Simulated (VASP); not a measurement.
Wanted: the native input for a VASP 6.6.1 run.

```
Task                   : single point
Functional             : PBEsol
Potentials or basis    : VASP PAW PBE potentials, release 64 (Ba_sv, Ti_sv, O_h)
Cutoff                 : 1340 eV
k mesh                 : 6 × 6 × 6
Occupations            : gaussian, width 0.01 eV
Spin                   : no spin polarisation
Dipole correction      : no
Further INCAR settings : ALGO = Normal; EDIFF = 1e-06; NBANDS = 28
```

The structure of BaTiO3 lies in POSCAR:

```
BaTiO3
1.0
    3.9702274728      0.0000000000      0.0000000000
    0.0000000000      3.9702274728      0.0000000000
    0.0000000000      0.0000000000      3.9702274728
Ba Ti O
1 1 3
Direct
    0.5000000000      0.5000000000      0.5000000000
    0.0000000000      0.0000000000      0.0000000000
    0.5000000000      0.0000000000      0.0000000000
    0.0000000000      0.0000000000      0.5000000000
    0.0000000000      0.5000000000      0.0000000000
```

The input as run:

INCAR

```
SYSTEM = BaTiO3
PREC = Accurate ; ENCUT = 1340
EDIFF = 1E-6 ; ISMEAR = 0
SIGMA = 0.01 ; LREAL = .FALSE.
LASPH = .TRUE. ; NELM = 120
ALGO = Normal ; ISIF = 2
LWAVE = .FALSE. ; LCHARG = .FALSE.
GGA = PS ; NBANDS = 28
GGA_COMPAT = .FALSE.
```

KPOINTS

```
regular mesh
0
G
  6 6 6
  0 0 0
```

Potentials or basis: VASP PAW PBE potentials, release 64 (Ba_sv, Ti_sv, O_h).

Run with:

```sh
$ cat potpaw_PBE.64/Ba_sv/POTCAR potpaw_PBE.64/Ti_sv/POTCAR potpaw_PBE.64/O_h/POTCAR > POTCAR
$ mpirun -np 1 vasp_std > vasp.out
```

It gave:

```
Pressure               : 1.8 GPa
Band gap on the k mesh : 1.75 eV (least direct gap 1.87 eV)
```

Caveat: the PAW data sets were made with another functional, which shifts forces and pressure a little; spin-orbit coupling is left out, which moves the levels of the heavy elements.

Run time: 5.2 min on 1 thread of AMD EPYC 7R43 64-Core Processor (Zen 3) (shared host), peak memory 0.37 GiB.
